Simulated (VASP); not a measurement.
A run of VASP 6.6.1:

The input INCAR:

```
ALGO = Normal
EDIFF = 1E-7
ENCUT = 520
GGA = PE
ISIF = 2
ISMEAR = 0
ISPIN = 2
LASPH = T
LCHARG = F
LMAXMIX = 4
LORBIT = 11
LREAL = F
LWAVE = F
MAGMOM = -0.16 1.52 0 0 0 0
NBANDS = 37
NELM = 150
PREC = Accurate
SIGMA = 0.1
```

Contents of KPOINTS:

```
k-points
0
Gamma
  8 8 8
```

The input POSCAR:

```
HfMoSe4
1.0
    0.0000000000      3.9024057130      3.9024057130
    3.9024057130      0.0000000000      3.9024057130
    3.9024057130      3.9024057130      0.0000000000
Hf Mo Se
1 1 4
Direct
    0.0000000000      0.0000000000      0.0000000000
    0.7500000000      0.7500000000      0.7500000000
    0.3751786066      0.3751786066      0.3751786066
    0.3751786066      0.8744641801      0.3751786066
    0.3751786066      0.3751786066      0.8744641801
    0.8744641801      0.3751786066      0.3751786066
```

Potentials or basis: VASP PAW PBE potentials, release 64 (Hf_pv, Mo_sv, Se).

The run is started by

```sh
$ cat potpaw_PBE.64/Hf_pv/POTCAR potpaw_PBE.64/Mo_sv/POTCAR potpaw_PBE.64/Se/POTCAR > POTCAR
$ mpirun -np 1 vasp_std > vasp.out
```

Hardware: 1 thread of Intel(R) Xeon(R) 6975P-C (Granite Rapids) (shared host).

Problem. How long does it take, and how much memory?

Solution. It took 3.9 min on 1 thread of Intel(R) Xeon(R) 6975P-C (Granite Rapids), on a shared host, peak memory 0.44 GiB. Counts: scf iterations 23, k points 29.
